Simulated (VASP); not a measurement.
Wanted: the native input for a VASP 6.6.1 run.

| Item | Value |
| --- | --- |
| Task | single point |
| Functional | PBE |
| Potentials or basis | VASP PAW PBE potentials, release 64 (Li_sv, F) |
| Cutoff | 520 eV |
| k mesh | 6 × 6 × 6 |
| Occupations | gaussian, width 0.02 eV |
| Spin | no spin polarisation |
| Dipole correction | no |
| Further INCAR settings | ALGO = Normal; EDIFF = 1e-06; NBANDS = 24 |

The structure of LiF lies in POSCAR:

```
LiF
1.0
    3.9414766701      0.0000000000      0.0000000000
    0.0000000000      3.9414766701      0.0000000000
    0.0000000000      0.0000000000      3.9414766701
Li F
3 3
Direct
    0.0000000000      0.5000000000      0.0000000000
    0.0000000000      0.0000000000      0.5000000000
    0.5000000000      0.0000000000      0.0000000000
    0.5000000000      0.0000000000      0.5000000000
    0.5000000000      0.5000000000      0.0000000000
    0.0000000000      0.5000000000      0.5000000000
```

The cell was generated, and may not be a known phase.

These files were run (other wordings do the same):

INCAR

```
PREC     = Accurate       # precision mode
ENCUT    = 520            # plane-wave cutoff, eV
EDIFF    = 1E-6           # SCF threshold, eV
ISMEAR   = 0              # smearing method
SIGMA    = 0.02           # smearing width, eV
LREAL    = F              # projectors in reciprocal space
LASPH    = T              # aspherical terms in the spheres
NELM     = 60             # most SCF steps
ALGO     = Normal         # electronic algorithm
ISIF     = 2              # what is computed and relaxed
LWAVE    = F              # write WAVECAR
LCHARG   = F              # write CHGCAR
GGA      = PE             # functional
NBANDS   = 24             # bands
```

KPOINTS

```
Automatic mesh
0
Gamma
  6 6 6
```

Potentials or basis: VASP PAW PBE potentials, release 64 (Li_sv, F).

Command:

```bash
$ cat potpaw_PBE.64/Li_sv/POTCAR potpaw_PBE.64/F/POTCAR > POTCAR
$ mpirun -np 1 vasp_std > vasp.out
```

Results of the run:

* Band gap on the k mesh: 3.33 eV

Wall time 25 s on 1 thread of AMD EPYC 7R13 Processor (Zen 3), on a shared host, peak memory 0.14 GiB.
